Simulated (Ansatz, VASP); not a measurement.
# Two plane-wave programs on Ta

```xyz
1
Lattice="-1.6607 1.6607 1.6607 1.6607 -1.6607 1.6607 1.6607 1.6607 -1.6607" Properties=species:S:1:pos:R:3 pbc="T T T"
Ta    0.0000    0.0000    0.0000
```

Alike in both runs: task single point; functional PBE; k mesh 13 × 13 × 13; no spin polarisation.

|  | VASP | Ansatz |
| --- | --- | --- |
| version | VASP 6.6.1 | Ansatz 0.2.0 |
| potentials or method | VASP PAW PBE potentials, release 64 (Ta_pv), cutoff 520 eV | plane waves (420 eV) with PAW, scalar-relativistic |
| occupations | methfessel-paxton of order 1, width 0.2 eV | cold, width 0.2 eV |
| valence electrons in the cell | 11 | 13 |

Ansatz gave:

| Property | Result |
| --- | --- |
| pressure (GPa) | 0.1 |

Problem. Which values does VASP return?

Solution. Pressure (GPa): 0.2.

VASP's potentials hold 11 valence electrons a cell and Ansatz's 13, so a difference there can come from the potentials and not from the codes.

Neither program's run includes spin-orbit coupling.
